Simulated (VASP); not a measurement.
Set up this calculation in VASP 6.6.1, as the native input.

```yaml
Task: single point
Functional: r2SCAN
Potentials_or_basis: VASP PAW PBE potentials, release 64 (Ta_pv, N)
Cutoff: 520 eV
k_mesh: 16 × 16 × 12
Occupations: gaussian, width 0.1 eV
Spin: no spin polarisation
Dipole_correction: no
Further_INCAR_settings: ALGO = Normal; EDIFF = 1e-06; NBANDS = 24
```

TaN:

```
CELL_PARAMETERS angstrom
2.26421 2.26421 0.00000
-2.26421 2.26421 0.00000
0.00000 0.00000 4.31740
ATOMIC_POSITIONS crystal
Ta 0.50000 0.50000 0.00000
Ta 0.00000 0.00000 0.50000
N 0.00000 0.00000 0.00000
N 0.50000 0.50000 0.50000
```

This cell differs from its parent crystal: biaxial strain in the a-b plane: +3.0 %.

The input as run:

POSCAR

```
TaN
1.0
    2.2642143050      2.2642143050      0.0000000000
   -2.2642143050      2.2642143050      0.0000000000
    0.0000000000      0.0000000000      4.3173950437
Ta N
2 2
Direct
    0.5000000000      0.5000000000      0.0000000000
    0.0000000000      0.0000000000      0.5000000000
    0.0000000000      0.0000000000      0.0000000000
    0.5000000000      0.5000000000      0.5000000000
```

INCAR.step1

```
SYSTEM = TaN
PREC     = Accurate       ! precision mode
ENCUT    = 520            ! plane-wave cutoff, eV
ISMEAR   = 0              ! smearing method
SIGMA    = 0.1            ! smearing width, eV
LREAL    = .False.        ! projectors in reciprocal space
LASPH    = .True.         ! aspherical terms in the spheres
NELM     = 60             ! most SCF steps
NBANDS   = 24             ! bands
GGA      = PE             ! functional
ALGO     = Normal         ! electronic algorithm
EDIFF    = 1E-4           ! SCF threshold, eV
LWAVE    = .True.         ! write WAVECAR
LCHARG   = .False.        ! write CHGCAR
```

INCAR.step2

```
SYSTEM = TaN
PREC     = Accurate       ! precision mode
ENCUT    = 520            ! plane-wave cutoff, eV
EDIFF    = 1E-6           ! SCF threshold, eV
ISMEAR   = 0              ! smearing method
SIGMA    = 0.1            ! smearing width, eV
LREAL    = .False.        ! projectors in reciprocal space
LASPH    = .True.         ! aspherical terms in the spheres
NELM     = 60             ! most SCF steps
ALGO     = Normal         ! electronic algorithm
ISIF     = 2              ! what is computed and relaxed
LWAVE    = .False.        ! write WAVECAR
LCHARG   = .True.         ! write CHGCAR
METAGGA  = R2SCAN         ! meta-GGA
LMIXTAU  = .True.       
LELF     = .True.         ! ELF
LVHAR    = .True.       
NBANDS   = 24             ! bands
ISTART   = 1
```

KPOINTS

```
Automatic mesh
0
Gamma
  16 16 12
  0 0 0
```

Potentials or basis: VASP PAW PBE potentials, release 64 (Ta_pv, N).

Launch:

```bash
$ cat potpaw_PBE.64/Ta_pv/POTCAR potpaw_PBE.64/N/POTCAR > POTCAR
$ cp INCAR.step1 INCAR
$ mpirun -np 1 vasp_std > vasp.out
$ cp INCAR.step2 INCAR
$ mpirun -np 1 vasp_std > vasp.out
```

It gave:

The pressure is -9.8 GPa and the band gap on the k mesh is zero (bands 16 and 17 overlap by 3.83 eV).

Caveat: the cell differs from its parent crystal (biaxial strain in the a-b plane: +3.0 %); the cell stands under tension; the PAW data sets were made with another functional, which shifts forces and pressure a little; spin-orbit coupling is left out, which moves the levels of the heavy elements.

It took 12 min on 1 thread of Intel Xeon 8259CL, on a shared host, peak memory 0.38 GiB.
